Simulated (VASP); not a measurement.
Input of a VASP 6.6.1 run:

POSCAR

```
SiO2
1.0
   -4.4694822814      4.4694822814      2.6154272578
    4.4694822814     -4.4694822814      2.6154272578
    4.4694822814      4.4694822814     -2.6154272578
Si O
4 8
Direct
    0.1769564250      0.1769564250      0.3539128499
    0.8230435750      0.1769564250      0.0000000000
    0.1769564250      0.8230435750      0.0000000000
    0.8230435750      0.8230435750      0.6460871501
    0.5000000000      0.5000000000      0.5000000000
    0.0000000000      0.5000000000      0.0000000000
    0.5000000000      0.0000000000      0.0000000000
    0.0000000000      0.0000000000      0.5000000000
    0.0000000000      0.2088304677      0.2088304677
    0.7911695323      0.0000000000      0.7911695323
    0.2088304677      0.0000000000      0.2088304677
    0.0000000000      0.7911695323      0.7911695323
```

File INCAR.step1:

```
SYSTEM = SiO2
PREC     = Accurate       ! precision mode
ENCUT    = 520            ! plane-wave cutoff, eV
ISMEAR   = 0              ! smearing method
SIGMA    = 0.01           ! smearing width, eV
LREAL    = .False.        ! projectors in reciprocal space
LASPH    = .True.         ! aspherical terms in the spheres
NELM     = 100            ! most SCF steps
NBANDS   = 44             ! bands
GGA      = PE             ! functional
ALGO     = Normal         ! electronic algorithm
EDIFF    = 1E-4           ! SCF threshold, eV
LWAVE    = .True.         ! write WAVECAR
LCHARG   = .False.        ! write CHGCAR
```

The input INCAR.step2:

```
SYSTEM = SiO2
PREC     = Accurate       ! precision mode
ENCUT    = 520            ! plane-wave cutoff, eV
EDIFF    = 1E-6           ! SCF threshold, eV
ISMEAR   = 0              ! smearing method
SIGMA    = 0.01           ! smearing width, eV
LREAL    = .False.        ! projectors in reciprocal space
LASPH    = .True.         ! aspherical terms in the spheres
NELM     = 100            ! most SCF steps
ALGO     = Normal         ! electronic algorithm
ISIF     = 2              ! what is computed and relaxed
LWAVE    = .False.        ! write WAVECAR
LCHARG   = .False.        ! write CHGCAR
METAGGA  = R2SCAN         ! meta-GGA
LMIXTAU  = .True.       
NBANDS   = 44             ! bands
ISTART   = 1
```

Contents of KPOINTS:

```
regular mesh
0
Gamma
  6 6 6
  0 0 0
```

Potentials or basis: VASP PAW PBE potentials, release 64 (Si, O).

Command:

```console
$ cat potpaw_PBE.64/Si/POTCAR potpaw_PBE.64/O/POTCAR > POTCAR
$ cp INCAR.step1 INCAR
$ mpirun -np 1 vasp_std > vasp.out
$ cp INCAR.step2 INCAR
$ mpirun -np 1 vasp_std > vasp.out
```

Task: Estimate the pressure.

Result: 0.1 GPa.

Task: Estimate the band gap on the k mesh.

Result: 6.07 eV.

Task: Predict the largest force.

Result: 0.033 eV/Å.

Forces on the atoms (eV/Å):
```
Si   0.023  0.023  0.000
Si   0.023 -0.023  0.000
Si  -0.023  0.023  0.000
Si  -0.023 -0.023  0.000
O    0.000  0.000  0.000
O    0.000  0.000  0.000
O    0.000  0.000  0.000
O    0.000  0.000  0.000
O   -0.010  0.000  0.000
O    0.000  0.010  0.000
O    0.000 -0.010  0.000
O    0.010  0.000  0.000
```

Caveat: the PAW data sets were made with another functional, which shifts forces and pressure a little. A k mesh can miss the band edges.
